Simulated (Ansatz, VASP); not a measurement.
**Na in VASP and in Ansatz**

Contents of INCAR:

```
SYSTEM = Na
PREC     = Accurate       ! precision mode
ENCUT    = 520            ! plane-wave cutoff, eV
EDIFF    = 1E-6           ! SCF threshold, eV
ISMEAR   = 0              ! smearing method
SIGMA    = 0.15           ! smearing width, eV
LREAL    = .FALSE.        ! projectors in reciprocal space
LASPH    = .TRUE.         ! aspherical terms in the spheres
NELM     = 60             ! most SCF steps
ALGO     = Fast           ! electronic algorithm
ISIF     = 2              ! what is computed and relaxed
LWAVE    = .FALSE.        ! write WAVECAR
LCHARG   = .TRUE.         ! write CHGCAR
GGA      = PE             ! functional
LELF     = .TRUE.         ! ELF
LVHAR    = .TRUE.       
NBANDS   = 10             ! bands
```

File KPOINTS:

```
regular mesh
0
G
  16 16 16
  0 0 0
```

The input POSCAR:

```
Na
1.0
   -2.0857375000      2.0857375000      2.1810250000
    2.0857375000     -2.0857375000      2.1810250000
    2.0857375000      2.0857375000     -2.1810250000
Na
1
Direct
    0.0000000000      0.0000000000      0.0000000000
```

Input for Ansatz:

```yaml
crystal:
  lattice:
    - [-2.0857375, 2.0857375, 2.181025]
    - [2.0857375, -2.0857375, 2.181025]
    - [2.0857375, 2.0857375, -2.181025]
  atoms:
    - { symbol: Na, position: [0.0, 0.0, 0.0] }
basis:
  ecutwfc: 420
kpoints:
  mp_grid: { grid: [16, 16, 16] }
hamiltonian:
  xc: pbe
scf:
  occupations: { method: gaussian, width: 0.15 }
output:
  forces: true
  stress: true
  eigenvalues: true
```

Change from the starting cell: strain -0.015 along x and y, +0.030 along z, atoms carried along.

Alike in both runs: task single point; functional PBE; k mesh 16 × 16 × 16; occupations gaussian, width 0.15 eV; no spin polarisation.

|  | VASP | Ansatz |
| --- | --- | --- |
| version | VASP 6.6.1 | Ansatz 0.2.0 |
| potentials or method | VASP PAW PBE potentials, release 64 (Na_pv), cutoff 520 eV | scalar-relativistic, plane waves, PAW |
| valence electrons in the cell | 7 | 9 |

VASP gave:

* gap on the k mesh at the Fermi level (eV): none
* pressure (GPa): -0.3

**Question.** What did Ansatz give for the same quantities?

**Answer.** gap on the k mesh at the Fermi level (eV): none; pressure (GPa): -0.2.

A gap of «none» marks a metal or a gap that the smearing closes. The functional is the same, so the differences come from potentials, cutoffs and numerics. VASP's potentials hold 7 valence electrons a cell and Ansatz's 9, so a difference there can come from the potentials and not from the codes.
